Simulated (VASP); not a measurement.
# WF2 (P-3m1) in VASP: single point with PBEsol+U

Aim: the single point of WF2 with PBEsol+U.

Program: VASP 6.6.1. These are calculated values, not measurements. Logs are shortened: lines on timing, memory, paths and dates and some standing lists are left out, and cuts for length are marked.

## (1) The cell of the first run

Symmetry: P-3m1, No. 164, trigonal system. Conventional cell: a = 2.753 Å, b = 2.753 Å, c = 6.162 Å, α = 90.00°, β = 90.00°, γ = 120.00°. W (site symmetry -3m) has 6 F at 2.19 Å and 6 W at 2.75 Å within 2.9 Å. F (site symmetry 3m) has 3 W at 2.19 Å and 6 F at 2.75 Å within 2.9 Å.

## (2) Single point, PBEsol+U, collinear spin

INCAR reads:

```
SYSTEM = WF2
PREC = Accurate
ENCUT = 520
EDIFF = 1E-6
ISMEAR = 0
SIGMA = 0.05
LREAL = .FALSE.
LASPH = .TRUE.
NELM = 150
ALGO = Normal
ISIF = 2
LWAVE = .FALSE.
LCHARG = .TRUE.
ISPIN = 2
MAGMOM = 2.5 0 0
LORBIT = 11
LMAXMIX = 4
LDAU = .TRUE.
LDAUTYPE = 2
LDAUL = 2 -1
LDAUU = 4 0
LDAUJ = 0 0
LDAUPRINT = 1
GGA = PS
LELF = .TRUE.
LVHAR = .TRUE.
NBANDS = 25
LUSENCCL = .FALSE.
```

KPOINTS reads:

```
Automatic mesh
0
G
  18 18 8
  0 0 0
```

POSCAR reads:

```
WF2
1.0
    2.7532265928      0.0000000000      0.0000000000
   -1.3766132964      2.3843641717      0.0000000000
    0.0000000000      0.0000000000      6.1617623769
W F
1 2
Direct
    0.0000000000      0.0000000000      0.0000000000
    0.3333333333      0.6666666667      0.2447159061
    0.6666666667      0.3333333333      0.7552840939
```

Potentials or basis: VASP PAW PBE potentials, release 64 (W_sv, F).

Launch:

```bash
$ cat potpaw_PBE.64/W_sv/POTCAR potpaw_PBE.64/F/POTCAR > POTCAR
$ mpirun -np 1 vasp_std > vasp.out
```

OUTCAR:

```text
SYSTEM = WF2
   PREC = Accurate
   ENCUT = 520
   EDIFF = 1E-6
   ISMEAR = 0
   LREAL = .FALSE.
   LASPH = .TRUE.
   NELM = 150
   ISIF = 2
   ISPIN = 2
   LORBIT = 11
   GGA = PS

 ion  position               nearest neighbor table
   1  0.000  0.000  0.000-   2 2.19   3 2.19   2 2.19   3 2.19   3 2.19   2 2.19
   2  0.333  0.667  0.245-   1 2.19   1 2.19   1 2.19
   3  0.667  0.333  0.755-   1 2.19   1 2.19   1 2.19

  LATTYP: Found a hexagonal cell.
 ALAT       =     2.7532265928
 C/A-ratio  =     2.2380149869

  Lattice vectors:

 A1 = (   2.7532265928,   0.0000000000,   0.0000000000)
 A2 = (  -1.3766132964,   2.3843641717,   0.0000000000)
 A3 = (   0.0000000000,   0.0000000000,   6.1617623769)

Analysis of symmetry for initial positions (statically):
=====================================================================
 Subroutine PRICEL returns:
 Original cell was already a primitive cell.

 Routine SETGRP: Setting up the symmetry group for a
 hexagonal supercell.

 Subroutine GETGRP returns: Found 12 space group operations
 (whereof 12 operations were pure point group operations)
 out of a pool of 24 trial point group operations.

The static configuration has the point symmetry D_3d.

Analysis of symmetry for dynamics (positions and initial velocities):
=====================================================================
 Subroutine PRICEL returns:
 Original cell was already a primitive cell.

 Routine SETGRP: Setting up the symmetry group for a
 hexagonal supercell.

 Subroutine GETGRP returns: Found 12 space group operations
 (whereof 12 operations were pure point group operations)
 out of a pool of 24 trial point group operations.

The dynamic configuration has the point symmetry D_3d.

Analysis of structural, dynamic, and magnetic symmetry:
=====================================================================
 Subroutine PRICEL returns:
 Original cell was already a primitive cell.

 Routine SETGRP: Setting up the symmetry group for a
 hexagonal supercell.

 Subroutine GETGRP returns: Found 12 space group operations
 (whereof 12 operations were pure point group operations)
 out of a pool of 24 trial point group operations.

The overall configuration has the point symmetry D_3d.

 Subroutine INISYM returns: Found 12 space group operations
 (whereof 12 operations are pure point group operations),
 and found     1 'primitive' translations

----------------------------------------------------------------------------------------

                                     Primitive cell

  volume of cell :      40.4501

  direct lattice vectors                    reciprocal lattice vectors
     2.753226593  0.000000000  0.000000000     0.363210207  0.209699511 -0.000000000
    -1.376613296  2.384364172  0.000000000     0.000000000  0.419399021  0.000000000
     0.000000000  0.000000000  6.161762377     0.000000000 -0.000000000  0.162291231

  length of vectors
     2.753226593  2.753226593  6.161762377     0.419399021  0.419399021  0.162291231

  position of ions in fractional coordinates (direct lattice)
     0.000000000  0.000000000  0.000000000
     0.333333333  0.666666667  0.244715906
     0.666666667  0.333333333  0.755284094

  ion indices of the primitive-cell ions
   primitive index   ion index
                 1           1
                 2           2
                 3           3

----------------------------------------------------------------------------------------

 KPOINTS: Automatic mesh

[... 72 lines left out ...]
   NFREE  =      0    steps in history (QN), initial steepest desc. (CG)
   ISIF   =      2    stress and relaxation
   ISYM   =      2    0-nonsym 1-usesym 2-fastsym
   POTIM  = 0.5000    time-step for ionic-motion
   TEBEG  =    0.0;   TEEND  =   0.0 temperature during run
   PSTRESS=    0.0 pullay stress
   NELECT =      28.0000    total number of electrons
   NUPDOWN=      -1.0000    fix difference up-down
   EMIN   =  10.00;   EMAX   =-10.00  energy-range for DOS
   EFERMI =   0.00;   METHOD = LEGACY
   ISMEAR =     0;   SIGMA  =   0.05  broadening in eV -4-tet -1-fermi 0-gaus
   EFERMI_NEDOS =   21; number of points for ismear=-14 and -15
   IALGO  =     38    algorithm
   IMIX   =      4    mixing-type and parameters
     AMIX     =   0.40;   BMIX     =  1.00
     AMIX_MAG =   1.60;   BMIX_MAG =  1.00
  volume/ion in A,a.u.               =      13.48        90.99
  Fermi-wavevector in a.u.,A,eV,Ry     =   1.448175  2.736654 28.534281  2.097210
  Thomas-Fermi vector in A             =   2.566046
   LORBIT       =     11    0 simple, 1 ext, 2 COOP (PROOUT), +10 PAW based schemes
 LDA+U is selected, type is set to LDAUTYPE =  2
   angular momentum for each species LDAUL =     2   -1
   U (eV)           for each species LDAUU =   4.0  0.0
   J (eV)           for each species LDAUJ =   0.0  0.0
   GGA     = PS    functional components
   LHFCALC =     F    Hartree Fock is set to
   AEXX    =    0.0000 exact exchange contribution
   IVDW    =     0    specifies the selected vdW correction
   LEPSILON=     F    determine dielectric tensor
   LRPA    =     F    only Hartree local field effects (RPA)
 spin polarized calculation
 Gauss-broadening in eV      SIGMA  =   0.05
  energy-cutoff  :      520.00
  volume of cell :       40.45
 maximum number of plane-waves:      1103
   NGX = 11   NGY = 11   NGZ = 23

 number of electron      27.9999989 magnetization       0.0044283

atom =   1  type =  1  l = 2

 onsite density matrix

spin component  1

  0.4702 -0.0000 -0.0000  0.1428  0.0000
 -0.0000  0.1845 -0.0000 -0.0000  0.1428
 -0.0000 -0.0000  0.4207 -0.0000 -0.0000
  0.1428 -0.0000 -0.0000  0.1845 -0.0000
  0.0000  0.1428 -0.0000 -0.0000  0.4702

spin component  2

  0.4702 -0.0000 -0.0000  0.1428  0.0000
 -0.0000  0.1845 -0.0000 -0.0000  0.1428
 -0.0000 -0.0000  0.4207 -0.0000 -0.0000
  0.1428 -0.0000 -0.0000  0.1845 -0.0000
  0.0000  0.1428 -0.0000 -0.0000  0.4702

 occupancies and eigenvectors

  o =  0.1254  v =  0.0000  0.9239 -0.0000  0.0000 -0.3826  0.0000  0.0000  0.0000  0.0000  0.0000      0.0000  0.0000  0.0000  0.0000  0.0000  0.0000  0.0000  0.0000  0.0000  0.0000
  o =  0.1254  v =  0.3826  0.0000 -0.0000 -0.9239  0.0000 -0.0000 -0.0000 -0.0000 -0.0000 -0.0000     -0.0000 -0.0000  0.0000  0.0000 -0.0000  0.0000  0.0000  0.0000  0.0000  0.0000
  o =  0.1254  v =  0.0000  0.0000  0.0000  0.0000  0.0000  0.0000  0.9240 -0.0000  0.0000 -0.3825      0.0000  0.0000  0.0000  0.0000  0.0000  0.0000  0.0000  0.0000  0.0000  0.0000
  o =  0.1254  v = -0.0000 -0.0000 -0.0000 -0.0000 -0.0000  0.3825  0.0000 -0.0000 -0.9240  0.0000      0.0000  0.0000  0.0000  0.0000  0.0000 -0.0000 -0.0000  0.0000  0.0000 -0.0000
  o =  0.4207  v =  0.0000  0.0000  1.0000  0.0000  0.0000  0.0000  0.0000  0.0000  0.0000  0.0000      0.0000  0.0000  0.0000  0.0000  0.0000  0.0000  0.0000  0.0000  0.0000  0.0000
  o =  0.4207  v =  0.0000  0.0000  0.0000  0.0000  0.0000  0.0000  0.0000  1.0000  0.0000  0.0000      0.0000  0.0000  0.0000  0.0000  0.0000  0.0000  0.0000  0.0000  0.0000  0.0000
  o =  0.5293  v =  0.0000 -0.3826  0.0000  0.0000 -0.9239  0.0000  0.0000  0.0000  0.0000  0.0000      0.0000  0.0000  0.0000  0.0000  0.0000  0.0000  0.0000  0.0000  0.0000  0.0000
  o =  0.5293  v = -0.9239 -0.0000  0.0000 -0.3826 -0.0000  0.0000  0.0000  0.0000  0.0000  0.0000      0.0000  0.0000  0.0000  0.0000  0.0000  0.0000  0.0000  0.0000  0.0000  0.0000
  o =  0.5293  v =  0.0000  0.0000  0.0000  0.0000  0.0000  0.0000 -0.3825  0.0000  0.0000 -0.9240      0.0000  0.0000  0.0000  0.0000  0.0000  0.0000  0.0000  0.0000  0.0000  0.0000
  o =  0.5293  v =  0.0000  0.0000  0.0000  0.0000  0.0000 -0.9240 -0.0000  0.0000 -0.3825 -0.0000      0.0000  0.0000  0.0000  0.0000  0.0000  0.0000  0.0000  0.0000  0.0000  0.0000

 number of electron      27.9999989 magnetization      -0.0003833

 Free energy of the ion-electron system (eV)
  ---------------------------------------------------
  ext. energy  EPLUGINS =         0.00000000
  ---------------------------------------------------
  free energy    TOTEN  =       -17.49330129 eV

  energy without entropy =      -17.49230432  energy(sigma->0) =      -17.49280280

 E-fermi :   6.3191     XC(G=0): -10.4844

 val. band max:        6.2871400609   @ k =   0.0000   0.0000   0.3750
 cond. band min:       6.3325871335   @ k =   0.3889   0.1667   0.3750
 fundamental gap:      0.0454470726
 Fermi energy:         6.3190694625

 spin component 1

 k-point     1 :       0.0000    0.0000    0.0000
  band No.  band energies     occupation
      1     -70.0032      1.00000
      2     -34.8680      1.00000
      3     -33.3817      1.00000
      4     -33.3817      1.00000
      5     -21.0824      1.00000
      6     -20.5006      1.00000
[... 1337 lines left out ...]
     24      20.6599      0.00000
     25      22.2489      0.00000

 [... further k-points ...]

------------------------ aborting loop because EDIFF is reached ----------------------------------------

  FORCE on cell =-STRESS in cart. coord.  units (eV):
  Direction    XX          YY          ZZ          XY          YZ          ZX
  --------------------------------------------------------------------------------------
  -------------------------------------------------------------------------------------
  Total        1.2004388      1.2004388      1.4277122      0.0000000      0.0000000      0.0000000
  in kB       47.5478746     47.5478746     56.5498893      0.0000000      0.0000000      0.0000000
  external PRESSURE =      50.5485462 kB  Pullay stress =       0.0000000 kB

 VOLUME and BASIS-vectors are now :
 -----------------------------------------------------------------------------
  energy-cutoff  :      520.00
  volume of cell :       40.45
      direct lattice vectors                 reciprocal lattice vectors
     2.753226593  0.000000000  0.000000000     0.363210207  0.209699511 -0.000000000
    -1.376613296  2.384364172  0.000000000     0.000000000  0.419399021  0.000000000
     0.000000000  0.000000000  6.161762377     0.000000000 -0.000000000  0.162291231

 POSITION                                       TOTAL-FORCE (eV/Angst)
 -----------------------------------------------------------------------------------
      0.00000      0.00000      0.00000        -0.000000      0.000000      0.000000
     -0.00000      1.58958      1.50788         0.000000      0.000000      0.501101
      1.37661      0.79479      4.65388         0.000000     -0.000000     -0.501101
 -----------------------------------------------------------------------------------
    total drift:                                0.000000     -0.000000      0.000000

  FREE ENERGIE OF THE ION-ELECTRON SYSTEM (eV)
  ---------------------------------------------------
  free  energy   TOTEN  =       -17.4933012855 eV

  energy  without entropy=      -17.4923043205  energy(sigma->0) =      -17.49280280

 total charge

# of ion       s       p       d       tot
------------------------------------------
    1        2.284   6.255   3.408  11.947
    2        1.740   4.320   0.000   6.061
    3        1.740   4.320   0.000   6.061
--------------------------------------------------
tot          5.765  14.896   3.408  24.069

 magnetization (x)

# of ion       s       p       d       tot
------------------------------------------
    1       -0.000  -0.000  -0.000  -0.000
    2       -0.000   0.000   0.000   0.000
    3       -0.000   0.000   0.000   0.000
--------------------------------------------------
tot         -0.000   0.000  -0.000  -0.000
```

It took 5.1 min on 1 × NVIDIA H100 80GB with 1 thread of AMD EPYC 7R13 (Zen 3), shared host; peak memory 1.5 GiB.

What came out:

| Property | Result |
| --- | --- |
| Free energy | -17.4933 eV |
| Pressure | 5.1 GPa |
| Largest force | 0.501 eV/Å |
| Band gap on the k mesh | zero (filled and empty bands overlap) |
| Net moment | 0.00 μB per cell |
| Valence electrons inside the program's atomic spheres | W 11.95; F 6.06 |

Forces in eV/Å, atoms in the order of the input:
```
W    0.000  0.000  0.000
F    0.000  0.000  0.501
F    0.000  0.000 -0.501
```

Levels at points of the mesh, in eV from the Fermi level:
Spin up:
| k point | band 11 | band 12 | band 13 | band 14 | band 15 | band 16 | band 17 | band 18 |
| --- | --- | --- | --- | --- | --- | --- | --- | --- |
| (0.00, 0.00, 0.00) | -7.21 | -7.21 | -4.68 | -1.87 | -1.87 | -0.37 | 2.35 | 2.35 |
| (0.50, 0.00, 0.00) | -8.18 | -7.66 | -5.26 | 1.16 | 1.44 | 1.98 | 4.02 | 4.25 |
| (0.00, 0.00, 0.50) | -7.22 | -7.22 | -4.47 | -1.87 | -1.87 | 0.04 | 2.36 | 2.36 |
| (0.50, 0.00, 0.50) | -8.07 | -7.64 | -5.29 | 1.20 | 1.37 | 1.97 | 4.02 | 4.23 |
Spin down:
```tsv
k point	band 11	band 12	band 13	band 14	band 15	band 16	band 17	band 18
(0.00, 0.00, 0.00)	-7.21	-7.21	-4.68	-1.87	-1.87	-0.37	2.35	2.35
(0.50, 0.00, 0.00)	-8.18	-7.66	-5.26	1.16	1.44	1.98	4.02	4.25
(0.00, 0.00, 0.50)	-7.22	-7.22	-4.47	-1.87	-1.87	0.04	2.36	2.36
(0.50, 0.00, 0.50)	-8.07	-7.64	-5.29	1.20	1.37	1.97	4.01	4.23
```

Eigenvalues of the final occupation matrices:
| site | spin | trace | eigenvalues |
| --- | --- | --- | --- |
| site 1 d | 1 | 1.73 | 0.13 0.13 0.42 0.53 0.53 |
| site 1 d | 2 | 1.73 | 0.13 0.13 0.42 0.53 0.53 |

Caveat: the cell stands under pressure; the PAW data sets were made with another functional, which shifts forces and pressure a little; spin-orbit coupling is left out, which moves the levels of the heavy elements.

The gap in the log of VASP goes by the Fermi energy; the results here count the filled bands.